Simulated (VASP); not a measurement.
W, 1 atom in the cell. Symmetry: Pm-3m, No. 221, cubic system. The conventional cell has a = 2.550 Å, b = 2.550 Å, c = 2.550 Å, α = 90.00°, β = 90.00°, γ = 90.00°. Within 3.4 Å of W (site symmetry m-3m) lie 6 W at 2.55 Å.  This cell differs from its parent crystal: volume scaled by 0.92.

| Property | Result |
| --- | --- |
| Program | VASP 6.6.1 |
| Task | single point |
| Functional | r2SCAN |
| Potentials or basis | VASP PAW PBE potentials, release 64 (W_sv) |
| Cutoff | 520 eV |
| k mesh | 13 × 13 × 13 |
| Occupations | fermi-dirac, width 0.1 eV |
| Spin | no spin polarisation |
| Dipole correction | no |
| Further INCAR settings | ALGO = Normal; EDIFF = 1e-06; NBANDS = 13 |

Potentials or basis: VASP PAW PBE potentials, release 64 (W_sv).

Run with:

```console
$ cat potpaw_PBE.64/W_sv/POTCAR > POTCAR
$ cp INCAR.step1 INCAR
$ mpirun -np 1 vasp_std > vasp.out
$ cp INCAR.step2 INCAR
$ mpirun -np 1 vasp_std > vasp.out
```

Hardware: 1 thread of Intel(R) Xeon(R) Platinum 8375C CPU @ 2.90GHz (Ice Lake), with other jobs on the host.

**Question.** Estimate the wall time of this run.

**Answer.** It took 44 s on 1 thread of Intel(R) Xeon(R) Platinum 8375C CPU @ 2.90GHz (Ice Lake) (shared host), peak memory 0.13 GiB. Counts: k points 84.
